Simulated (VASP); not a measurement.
A run of VASP 6.6.1 is set up as follows.

Contents of INCAR:

```
SYSTEM = W
ALGO = Normal ; EDIFF = 1E-6
EDIFFG = -0.005 ; ENCUT = 600
GGA = PE ; IBRION = 2
ISIF = 3 ; ISMEAR = -1
LASPH = .TRUE. ; LCHARG = .FALSE.
LREAL = .FALSE. ; LWAVE = .FALSE.
NELM = 100 ; NSW = 32
PREC = Accurate ; PSTRESS = 4300.0
SIGMA = 0.05
```

KPOINTS

```
k-points
0
G
  10 10 13
  0 0 0
```

The input POSCAR:

```
W
1.0
    3.8382908109      0.0000000000      0.0000000000
   -1.9191454054      3.3240573493      0.0000000000
    0.0000000000      0.0000000000      2.2665655770
W
3
Direct
    0.0000000000      0.0000000000      0.0000000000
    0.3333333333      0.6666666667      0.5000000000
    0.6666666667      0.3333333333      0.5000000000
```

Potentials or basis: VASP PAW PBE potentials, release 64 (W_sv).

Launch:

```console
$ cat potpaw_PBE.64/W_sv/POTCAR > POTCAR
$ mpirun -np 1 vasp_std > vasp.out
```

Question: What does it give for the space group after relaxing (to 0.1 Å)?

Answer: P6/mmm (No. 191).

Question: Estimate the band gap on the k mesh.

Answer: Zero (bands 21 and 22 overlap by 2.28 eV).

Question: Predict the relaxed cell.

Answer: a = 3.856 Å, b = 3.856 Å, c = 2.269 Å, α = 90.00°, β = 90.00°, γ = 120.00°.

Question: What does it give for the relaxed volume?

Answer: 9.74 Å³/atom.

Final structure:
```
W
1.0
     3.85603    0.00000    0.00000
    -1.92801    3.33942    0.00000
     0.00000    0.00000    2.26870
W
3
Direct
  0.00000 0.00000 0.00000
  0.33333 0.66667 0.50000
  0.66667 0.33333 0.50000
```

Caveat: the cell is relaxed towards a set pressure, so the run minimises the enthalpy, not the energy; spin-orbit coupling is left out, which moves the levels of the heavy elements.
